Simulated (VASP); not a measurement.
A run of VASP 6.6.1:

POSCAR

```
K
1.0
   -2.5967599996      2.5967599996      2.5967599996
    2.5967599996     -2.5967599996      2.5967599996
    2.5967599996      2.5967599996     -2.5967599996
K
1
Direct
    0.0000000000      0.0000000000      0.0000000000
```

The input INCAR.step1:

```
ALGO = Normal ; EDIFF = 1E-4
ENCUT = 520 ; GGA = PE
ISMEAR = -1 ; LASPH = True
LCHARG = False ; LREAL = False
LWAVE = True ; NBANDS = 10
NELM = 80 ; PREC = Accurate
SIGMA = 0.1
```

INCAR.step2

```
ALGO = Normal ; EDIFF = 1E-7
ENCUT = 520 ; ISIF = 2
ISMEAR = -1 ; ISTART = 1
LASPH = True ; LCHARG = False
LMIXTAU = True ; LREAL = False
LWAVE = False ; METAGGA = R2SCAN
NBANDS = 10 ; NELM = 80
PREC = Accurate ; SIGMA = 0.1
```

The input KPOINTS:

```
k-points
0
Gamma
  14 14 14
```

Potentials or basis: VASP PAW PBE potentials, release 64 (K_sv).

The run is started by

```sh
$ cat potpaw_PBE.64/K_sv/POTCAR > POTCAR
$ cp INCAR.step1 INCAR
$ mpirun -np 1 vasp_std > vasp.out
$ cp INCAR.step2 INCAR
$ mpirun -np 1 vasp_std > vasp.out
```

Hardware: 1 thread of AMD EPYC 7R13, on a shared host.

Question: Estimate the wall time of this run.

Answer: It took 8.3 min on 1 thread of AMD EPYC 7R13 (shared host), peak memory 0.22 GiB. Counts: k points 104.
